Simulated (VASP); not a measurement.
# Co (Pm-3n) in VASP: relaxation of cell and atoms with PBEsol

Aim: the relaxation of cell and atoms of Co with PBEsol.

Everything below comes from runs of VASP 6.6.1. Logs are shortened: lines on timing, memory, paths and dates and some standing lists are left out, and cuts for length are marked.

## (1) The cell of the first run

Symmetry: Pm-3n, No. 223, cubic system. The conventional cell has a = 4.446 Å, b = 4.446 Å, c = 4.446 Å, α = 90.00°, β = 90.00°, γ = 90.00°. Co (site symmetry m-3) has 12 Co at 2.49 Å within 3.3 Å. Within 2.9 Å of Co (site symmetry -4m2) lie 14 Co at 2.22 to 2.72 Å.

## (2) Relaxation of cell and atoms, PBEsol, collinear spin, ferromagnetic start

Input file INCAR:

```
SYSTEM = Co
PREC     = Accurate       ! precision mode
ENCUT    = 600            ! plane-wave cutoff, eV
EDIFF    = 1E-6           ! SCF threshold, eV
ISMEAR   = 0              ! smearing method
SIGMA    = 0.1            ! smearing width, eV
LREAL    = .False.        ! projectors in reciprocal space
LASPH    = .True.         ! aspherical terms in the spheres
NELM     = 150            ! most SCF steps
ALGO     = Normal         ! electronic algorithm
ISIF     = 3              ! what is computed and relaxed
LWAVE    = .False.        ! write WAVECAR
LCHARG   = .False.        ! write CHGCAR
ISPIN    = 2              ! spin polarisation
MAGMOM   = 1.84 1.84 1.95 1.95 1.95 1.95 1.95 1.95 ! initial moments
LORBIT   = 11             ! projections on sites
LMAXMIX  = 4              ! l up to which the mixer works
GGA      = PS             ! functional
IBRION   = 2              ! ionic algorithm
NSW      = 90             ! ionic steps
EDIFFG   = -0.04          ! ionic threshold
```

Input file KPOINTS:

```
Automatic mesh
0
Gamma
  4 4 4
  0 0 0
```

Input file POSCAR:

```
Co
1.0
    4.4463256919      0.0000000000      0.0000000000
    0.0000000000      4.4463256919      0.0000000000
    0.0000000000      0.0000000000      4.4463256919
Co
8
Direct
    0.5000000000      0.5000000000      0.5000000000
    0.0000000000      0.0000000000      0.0000000000
    0.2500000000      0.0000000000      0.5000000000
    0.5000000000      0.2500000000      0.0000000000
    0.5000000000      0.7500000000      0.0000000000
    0.7500000000      0.0000000000      0.5000000000
    0.0000000000      0.5000000000      0.7500000000
    0.0000000000      0.5000000000      0.2500000000
```

Potentials or basis: VASP PAW PBE potentials, release 64 (Co).

The run is started by

```bash
$ cat potpaw_PBE.64/Co/POTCAR > POTCAR
$ mpirun -np 1 vasp_std > vasp.out
```

OUTCAR:

```text
SYSTEM = Co
   PREC = Accurate
   ENCUT = 600
   EDIFF = 1E-6
   ISMEAR = 0
   LREAL = .False.
   LASPH = .True.
   NELM = 150
   ISIF = 3
   ISPIN = 2
   LORBIT = 11
   GGA = PS
   IBRION = 2
   NSW = 90
   EDIFFG = -0.04

 ion  position               nearest neighbor table
   1  0.500  0.500  0.500-   3 2.49   4 2.49   5 2.49   6 2.49   7 2.49   8 2.49   4 2.49   5 2.49
                             3 2.49   6 2.49   7 2.49   8 2.49
   2  0.000  0.000  0.000-   3 2.49   4 2.49   5 2.49   6 2.49   7 2.49   8 2.49   3 2.49   6 2.49
                             7 2.49   8 2.49   4 2.49   5 2.49
   3  0.250  0.000  0.500-   6 2.22   6 2.22   1 2.49   2 2.49   1 2.49   2 2.49   8 2.72   5 2.72
                             4 2.72   5 2.72   4 2.72   7 2.72   8 2.72   7 2.72
   4  0.500  0.250  0.000-   5 2.22   5 2.22   1 2.49   1 2.49   2 2.49   2 2.49   8 2.72   3 2.72
                             3 2.72   6 2.72   6 2.72   7 2.72   7 2.72   8 2.72
   5  0.500  0.750  0.000-   4 2.22   4 2.22   1 2.49   1 2.49   2 2.49   2 2.49   8 2.72   3 2.72
                             3 2.72   6 2.72   6 2.72   7 2.72   7 2.72   8 2.72
   6  0.750  0.000  0.500-   3 2.22   3 2.22   1 2.49   2 2.49   1 2.49   2 2.49   8 2.72   4 2.72
                             4 2.72   5 2.72   5 2.72   7 2.72   8 2.72   7 2.72
   7  0.000  0.500  0.750-   8 2.22   8 2.22   1 2.49   2 2.49   2 2.49   1 2.49   3 2.72   4 2.72
                             5 2.72   3 2.72   6 2.72   6 2.72   4 2.72   5 2.72
   8  0.000  0.500  0.250-   7 2.22   7 2.22   1 2.49   2 2.49   2 2.49   1 2.49   3 2.72   4 2.72
                             5 2.72   3 2.72   6 2.72   6 2.72   4 2.72   5 2.72

  LATTYP: Found a simple cubic cell.
 ALAT       =     4.4463256919

  Lattice vectors:

 A1 = (   4.4463256919,   0.0000000000,   0.0000000000)
 A2 = (   0.0000000000,   4.4463256919,   0.0000000000)
 A3 = (   0.0000000000,   0.0000000000,   4.4463256919)

Analysis of symmetry for initial positions (statically):
=====================================================================
 Subroutine PRICEL returns:
 Original cell was already a primitive cell.

 Routine SETGRP: Setting up the symmetry group for a
 simple cubic supercell.

 Subroutine GETGRP returns: Found 48 space group operations
 (whereof 24 operations were pure point group operations)
 out of a pool of 48 trial point group operations.

The static configuration has the point symmetry T_h .
 The point group associated with its full space group is O_h .

Analysis of symmetry for dynamics (positions and initial velocities):
=====================================================================
 Subroutine PRICEL returns:
 Original cell was already a primitive cell.

 Routine SETGRP: Setting up the symmetry group for a
 simple cubic supercell.

 Subroutine GETGRP returns: Found 48 space group operations
 (whereof 24 operations were pure point group operations)
 out of a pool of 48 trial point group operations.

The dynamic configuration has the point symmetry T_h .
 The point group associated with its full space group is O_h .

Analysis of structural, dynamic, and magnetic symmetry:
=====================================================================
 Subroutine PRICEL returns:
 Original cell was already a primitive cell.

 Routine SETGRP: Setting up the symmetry group for a
 simple cubic supercell.

 Subroutine GETGRP returns: Found 48 space group operations
 (whereof 24 operations were pure point group operations)
 out of a pool of 48 trial point group operations.

The overall configuration has the point symmetry T_h .
 The point group associated with its full space group is O_h .

 Subroutine INISYM returns: Found 48 space group operations
 (whereof 24 operations are pure point group operations),
 and found     1 'primitive' translations

----------------------------------------------------------------------------------------

                                     Primitive cell

  volume of cell :      87.9030

  direct lattice vectors                    reciprocal lattice vectors
     4.446325692  0.000000000  0.000000000     0.224904802  0.000000000  0.000000000
     0.000000000  4.446325692  0.000000000     0.000000000  0.224904802  0.000000000
     0.000000000  0.000000000  4.446325692     0.000000000  0.000000000  0.224904802

  length of vectors
     4.446325692  4.446325692  4.446325692     0.224904802  0.224904802  0.224904802

[... 70 lines left out ...]
   ICHARG =      2    charge: 1-file 2-atom 10-const
   ISPIN  =      2    spin polarized calculation?
   LNONCOLLINEAR =      F non collinear calculations
   LSORBIT =      F    spin-orbit coupling
   LASPH  =      T    aspherical Exc in radial PAW
   ENCUT  =  600.0 eV  44.10 Ry    6.64 a.u.   8.88  8.88  8.88*2*pi/ulx,y,z
   NELM   =    150;   NELMIN=  2; NELMDL= -5     # of ELM steps
   EDIFF  = 0.1E-05   stopping-criterion for ELM
   LREAL  =      F    real-space projection
   EDIFFG = -.4E-01   stopping-criterion for IOM
   NSW    =     90    number of steps for IOM
   IBRION =      2    ionic relax: 0-MD 1-quasi-New 2-CG
   NFREE  =      1    steps in history (QN), initial steepest desc. (CG)
   ISIF   =      3    stress and relaxation
   ISYM   =      2    0-nonsym 1-usesym 2-fastsym
   POTIM  = 0.5000    time-step for ionic-motion
   TEBEG  =    0.0;   TEEND  =   0.0 temperature during run
   PSTRESS=    0.0 pullay stress
   NELECT =      72.0000    total number of electrons
   NUPDOWN=      -1.0000    fix difference up-down
   EMIN   =  10.00;   EMAX   =-10.00  energy-range for DOS
   EFERMI =   0.00;   METHOD = LEGACY
   ISMEAR =     0;   SIGMA  =   0.10  broadening in eV -4-tet -1-fermi 0-gaus
   EFERMI_NEDOS =   21; number of points for ismear=-14 and -15
   IALGO  =     38    algorithm
   IMIX   =      4    mixing-type and parameters
     AMIX     =   0.40;   BMIX     =  1.00
     AMIX_MAG =   1.60;   BMIX_MAG =  1.00
  volume/ion in A,a.u.               =      10.99        74.15
  Fermi-wavevector in a.u.,A,eV,Ry     =   1.531738  2.894564 31.922265  2.346220
  Thomas-Fermi vector in A             =   2.639041
   LORBIT       =     11    0 simple, 1 ext, 2 COOP (PROOUT), +10 PAW based schemes
   GGA     = PS    functional components
   LHFCALC =     F    Hartree Fock is set to
   AEXX    =    0.0000 exact exchange contribution
   IVDW    =     0    specifies the selected vdW correction
   LEPSILON=     F    determine dielectric tensor
   LRPA    =     F    only Hartree local field effects (RPA)
 conjugate gradient relaxation of ions
 spin polarized calculation
 Gauss-broadening in eV      SIGMA  =   0.10
  energy-cutoff  :      600.00
  volume of cell :       87.90
 maximum number of plane-waves:      3016
 NGX is ok and might be reduce to    36
   NGX = 17   NGY = 17   NGZ = 17

--------------------------------------- Ionic step        1  -------------------------------------------

 number of electron      71.9999958 magnetization      13.4828175

 Free energy of the ion-electron system (eV)
  ---------------------------------------------------
  ext. energy  EPLUGINS =         0.00000000
  ---------------------------------------------------
  free energy    TOTEN  =       -60.94989121 eV

  energy without entropy =      -60.90282154  energy(sigma->0) =      -60.92635637

------------------------ aborting loop because EDIFF is reached ----------------------------------------

  FORCE on cell =-STRESS in cart. coord.  units (eV):
  Direction    XX          YY          ZZ          XY          YZ          ZX
  --------------------------------------------------------------------------------------
  -------------------------------------------------------------------------------------
  Total       -4.3356839     -4.3356839     -4.3356839      0.0000000     -0.0000000     -0.0000000
  in kB      -79.0249778    -79.0249778    -79.0249778      0.0000000     -0.0000000     -0.0000000
  external PRESSURE =     -79.0249778 kB  Pullay stress =       0.0000000 kB
[... 71 lines left out ...]
--------------------------------------- Ionic step        3  -------------------------------------------

 number of electron      72.0000078 magnetization      13.3794089

 Free energy of the ion-electron system (eV)
  ---------------------------------------------------
  ext. energy  EPLUGINS =         0.00000000
  ---------------------------------------------------
  free energy    TOTEN  =       -61.03047433 eV

  energy without entropy =      -60.98566420  energy(sigma->0) =      -61.00806926

 E-fermi :  10.6613     XC(G=0): -13.7065

 val. band max:       10.6521183023   @ k =   0.5000   0.2500   0.0000
 cond. band min:      10.6628008615   @ k =   0.5000   0.5000   0.2500
 fundamental gap:      0.0106825592
 Fermi energy:        10.6613137163

 spin component 1

 k-point     1 :       0.0000    0.0000    0.0000
  band No.  band energies     occupation
      1       1.2953      1.00000
      2       5.1183      1.00000
      3       5.1183      1.00000
      4       5.8090      1.00000
      5       5.9542      1.00000
      6       5.9542      1.00000
[... 499 lines left out ...]
     47      10.8787      0.00105
     48      10.8787      0.00105
 Fermi energy:        10.6613137163

 spin component 2

 k-point     1 :       0.0000    0.0000    0.0000
  band No.  band energies     occupation
      1       1.3934      1.00000
      2       6.0592      1.00000
      3       6.0592      1.00000
      4       6.6085      1.00000
      5       7.3295      1.00000
      6       7.3295      1.00000
[... 499 lines left out ...]
     47      12.3419      0.00000
     48      12.3419      0.00000
 [bands above 48 left out]

------------------------ aborting loop because EDIFF is reached ----------------------------------------

  FORCE on cell =-STRESS in cart. coord.  units (eV):
  Direction    XX          YY          ZZ          XY          YZ          ZX
  --------------------------------------------------------------------------------------
  -------------------------------------------------------------------------------------
  Total        0.0256326      0.0256326      0.0256326     -0.0000000     -0.0000000     -0.0000000
  in kB        0.4844178      0.4844178      0.4844178     -0.0000000     -0.0000000     -0.0000000
  external PRESSURE =       0.4844178 kB  Pullay stress =       0.0000000 kB
[... 23 lines left out ...]
  FREE ENERGIE OF THE ION-ELECTRON SYSTEM (eV)
  ---------------------------------------------------
  free  energy   TOTEN  =       -61.0304743273 eV

  energy  without entropy=      -60.9856641981  energy(sigma->0) =      -61.00806926

 reached required accuracy - stopping structural energy minimisation

 total charge

# of ion       s       p       d       tot
------------------------------------------
    1        0.508   0.563   7.289   8.359
    2        0.508   0.563   7.289   8.359
    3        0.501   0.549   7.285   8.335
    4        0.501   0.549   7.285   8.335
    5        0.501   0.549   7.285   8.335
    6        0.501   0.549   7.285   8.335
    7        0.501   0.549   7.285   8.335
    8        0.501   0.549   7.285   8.335
--------------------------------------------------
tot          4.022   4.417  58.287  66.726

 magnetization (x)

# of ion       s       p       d       tot
------------------------------------------
    1       -0.014  -0.054   1.666   1.598
    2       -0.014  -0.054   1.666   1.598
    3       -0.008  -0.042   1.756   1.706
    4       -0.008  -0.042   1.756   1.706
    5       -0.008  -0.042   1.756   1.706
    6       -0.008  -0.042   1.756   1.706
    7       -0.008  -0.042   1.756   1.706
    8       -0.008  -0.042   1.756   1.706
--------------------------------------------------
tot         -0.076  -0.361  13.870  13.433
```

Run time: 2.6 min. Hardware: 1 thread of Intel Xeon 6975P-C (Granite Rapids), shared host; peak memory 0.27 GiB.

Results:

* Free energy: -61.0305 eV
* Relaxed volume: 10.60 Å³/atom
* Relaxed cell: a = 4.393 Å, b = 4.393 Å, c = 4.393 Å, α = 90.00°, β = 90.00°, γ = 90.00°
* Space group after relaxing (to 0.05 Å): Pm-3n (No. 223)
* Energy gained by relaxing: 10.1 meV/atom
* Ionic steps: 3
* Pressure after relaxing: 0.0 GPa
* Net moment: 13.38 μB per cell
* Site moments: Co +1.60, +1.71 μB
* Valence electrons inside the program's atomic spheres: Co 8.36, 8.34

The path:
| step | energy change (eV) | largest force (eV/Å) | pressure (GPa) | volume (Å³) |
| --- | --- | --- | --- | --- |
| 1 | 0.0000 | 0.0000 | -7.90 | 87.90 |
| 2 | 0.0385 | 0.0000 | 11.12 | 81.19 |
| 3 | -0.0806 | 0.0000 | 0.05 | 84.78 |

Final structure:
```cif
data_structure
_symmetry_space_group_name_H-M 'P 1'
_symmetry_Int_Tables_number 1
_cell_length_a 4.3930
_cell_length_b 4.3930
_cell_length_c 4.3930
_cell_angle_alpha 90.000
_cell_angle_beta 90.000
_cell_angle_gamma 90.000
_cell_volume 84.78
loop_
_atom_site_label
_atom_site_type_symbol
_atom_site_fract_x
_atom_site_fract_y
_atom_site_fract_z
_atom_site_occupancy
Co1 Co 0.50000 0.50000 0.50000 1
Co2 Co 0.00000 0.00000 0.00000 1
Co3 Co 0.25000 0.00000 0.50000 1
Co4 Co 0.50000 0.25000 0.00000 1
Co5 Co 0.50000 0.75000 0.00000 1
Co6 Co 0.75000 0.00000 0.50000 1
Co7 Co 0.00000 0.50000 0.75000 1
Co8 Co 0.00000 0.50000 0.25000 1
```

Levels at points of the mesh, in eV from the Fermi level:
Spin up:
| k point | band 40 | band 41 | band 42 | band 43 | band 44 | band 45 |
| --- | --- | --- | --- | --- | --- | --- |
| (0.00, 0.00, 0.00) | -0.87 | -0.87 | 1.05 | 1.05 | 1.05 | 2.78 |
| (0.50, 0.00, 0.00) | -0.91 | -0.43 | -0.43 | 1.80 | 1.80 | 2.47 |
| (0.50, 0.50, 0.00) | -0.98 | -0.80 | -0.63 | -0.63 | -0.32 | 2.20 |
| (0.50, 0.50, 0.50) | -1.11 | 0.04 | 0.04 | 0.04 | 0.04 | 0.04 |
Spin down:
```
           k point  band 27  band 28  band 29  band 30  band 31  band 32  band 33  band 34
(0.00, 0.00, 0.00)    -0.09    -0.09    -0.07    -0.07    -0.07     0.08     0.08     0.48
(0.50, 0.00, 0.00)    -0.43    -0.43    -0.25    -0.25     0.19     0.19     0.50     0.50
(0.50, 0.50, 0.00)    -0.65    -0.37    -0.02     0.20     0.21     0.31     0.31     0.34
(0.50, 0.50, 0.50)    -0.21    -0.21    -0.21    -0.21     0.60     0.60     0.60     0.60
```

Caveat: the PAW data sets were made with another functional, which shifts forces and pressure a little.
